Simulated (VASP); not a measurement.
# Ni (Fd-3m) in VASP: further runs, part 2 of 2

VASP 6.6.1.

**3. Single point, PBE**

This run uses another cell than the first one, of 16.55 Å³/atom, 1.042 times its volume.

The input, INCAR:

```
PREC = Accurate
ENCUT = 520
EDIFF = 1E-6
ISMEAR = -1
SIGMA = 0.1
LREAL = F
LASPH = T
NELM = 80
ALGO = Normal
ISIF = 2
LWAVE = F
LCHARG = F
GGA = PE
NBANDS = 17
```

The input, KPOINTS:

```
regular mesh
0
Gamma
  12 12 12
```

The input, POSCAR:

```
Ni
1.0
    0.0000000000      2.5484876138      2.5484876138
    2.5484876138      0.0000000000      2.5484876138
    2.5484876138      2.5484876138      0.0000000000
Ni
2
Direct
    0.1250000000      0.1250000000      0.1250000000
    0.8750000000      0.8750000000      0.8750000000
```

Potentials or basis: VASP PAW PBE potentials, release 64 (Ni).

The run is started by

```console
cat potpaw_PBE.64/Ni/POTCAR > POTCAR
mpirun -np 1 vasp_std > vasp.out
```

OUTCAR:

```text
PREC = Accurate
   ENCUT = 520
   EDIFF = 1E-6
   ISMEAR = -1
   LREAL = F
   LASPH = T
   NELM = 80
   ISIF = 2
   GGA = PE

 ion  position               nearest neighbor table
   1  0.125  0.125  0.125-   2 2.21   2 2.21   2 2.21   2 2.21
   2  0.875  0.875  0.875-   1 2.21   1 2.21   1 2.21   1 2.21

  LATTYP: Found a face centered cubic cell.
 ALAT       =     5.0969752276

  Lattice vectors:

[... 189 lines left out ...]
      2       1.9613      2.00000
      3       1.9613      2.00000
      4       2.0076      2.00000
      5       2.0076      2.00000
      6       2.0076      2.00000
[... 457 lines left out ...]
      4       2.0024      2.00000
      5       2.2894      2.00000
      6       2.4426      2.00000
[... 9 lines left out ...]
     16      18.9964      0.00000
     17      19.8191      0.00000

 [... further k-points ...]
[... 5 lines left out ...]
  --------------------------------------------------------------------------------------
  -------------------------------------------------------------------------------------
  Total       -0.0037344     -0.0037344     -0.0037344     -0.0000000      0.0000000      0.0000000
  in kB       -0.1807411     -0.1807411     -0.1807411     -0.0000000      0.0000000      0.0000000
  external PRESSURE =      -0.1807411 kB  Pullay stress =       0.0000000 kB

 VOLUME and BASIS-vectors are now :
 -----------------------------------------------------------------------------
  energy-cutoff  :      520.00
  volume of cell :       33.10
      direct lattice vectors                 reciprocal lattice vectors
     0.000000000  2.548487614  2.548487614    -0.196194793  0.196194793  0.196194793
     2.548487614  0.000000000  2.548487614     0.196194793 -0.196194793  0.196194793
     2.548487614  2.548487614  0.000000000     0.196194793  0.196194793 -0.196194793

 POSITION                                       TOTAL-FORCE (eV/Angst)
 -----------------------------------------------------------------------------------
      0.63712      0.63712      0.63712        -0.000000      0.000000      0.000000
      4.45985      4.45985      4.45985         0.000000     -0.000000     -0.000000
 -----------------------------------------------------------------------------------
    total drift:                                0.000000      0.000000     -0.000000

  FREE ENERGIE OF THE ION-ELECTRON SYSTEM (eV)
  ---------------------------------------------------
  free  energy   TOTEN  =        -8.4851463215 eV

  energy  without entropy=       -8.2713810234  energy(sigma->0) =       -8.37826367
```

Wall time 30 s (1 thread of Intel Xeon Platinum 8259CL at 2.50GHz (Skylake/Cascade Lake), shared host); peak memory 0.17 GiB.

Results:

```yaml
Free_energy: -8.4851 eV
Pressure: 0.0 GPa
Band_gap_on_the_k_mesh: zero (band 10 reaches 4.59 eV, above the bottom of band 11 at 4.30 eV)
```

Caveat: the run has no spin polarisation, though such a crystal can be magnetic. Spin polarisation is off, so any magnetic state and its effect on volume and gap are missing.

**4. Single point, PBE (volume scaled by 1.04)**

Changes to INCAR since step 3:

```diff
@@ -11,4 +11,6 @@
 LWAVE = F
-LCHARG = F
+LCHARG = T
 GGA = PE
+LELF = T
+LVHAR = T
 NBANDS = 17
```

The input, KPOINTS:

```
Automatic mesh
0
Gamma
  12 12 12
```

The input, POSCAR:

```
Ni
1.0
    0.0000000000      2.5820241914      2.5820241914
    2.5820241914      0.0000000000      2.5820241914
    2.5820241914      2.5820241914      0.0000000000
Ni
2
Direct
    0.1250000000      0.1250000000      0.1250000000
    0.8750000000      0.8750000000      0.8750000000
```

The run is started by

```console
cat potpaw_PBE.64/Ni/POTCAR > POTCAR
mpirun -np 1 vasp_std > vasp.out
```

It took 35 s on 1 thread of Intel Xeon Platinum 8259CL at 2.50GHz (Skylake/Cascade Lake), shared host; peak memory 0.17 GiB.

Results (log left out):

```yaml
Free_energy: -8.4715 eV
Pressure: -3.2 GPa
Band_gap_on_the_k_mesh: zero (band 10 reaches 4.21 eV, above the bottom of band 11 at 3.93 eV)
```

Levels at points of the mesh, in eV from the Fermi level:
```tsv
k point	band 7	band 8	band 9	band 10	band 11	band 12	band 13	band 14
(0.00, 0.00, 0.00)	-1.01	-1.01	-1.01	-0.09	-0.09	11.55	11.55	11.55
(0.50, 0.00, 0.00)	-1.18	-0.70	-0.70	-0.22	-0.22	0.85	8.47	8.47
(0.50, 0.50, 0.00)	-1.21	-1.21	-0.09	-0.09	1.32	1.32	4.54	4.54
```

Caveat: the cell differs from its parent crystal (volume scaled by 1.04); the run has no spin polarisation, though such a crystal can be magnetic.

**5. Overview**

```csv
cell,gap on the mesh (eV),pressure (GPa)
"a = 3.555 Å, angles 60.0°, 2 atoms",none,4.0
"a = 3.604 Å, angles 60.0°, 2 atoms",none,0.0
"a = 3.652 Å, angles 60.0°, 2 atoms",none,-3.2
```

Alike in all rows: task single point; level PBE; potentials or basis VASP PAW PBE potentials, release 64 (Ni); no spin polarisation; k mesh 12 × 12 × 12; cutoff (eV) 520; smearing fermi-dirac 0.1 eV.

Caveats: the run has no spin polarisation, though such a crystal can be magnetic.

Total energies depend on the potentials used, so only differences within one code and one set of settings carry meaning.
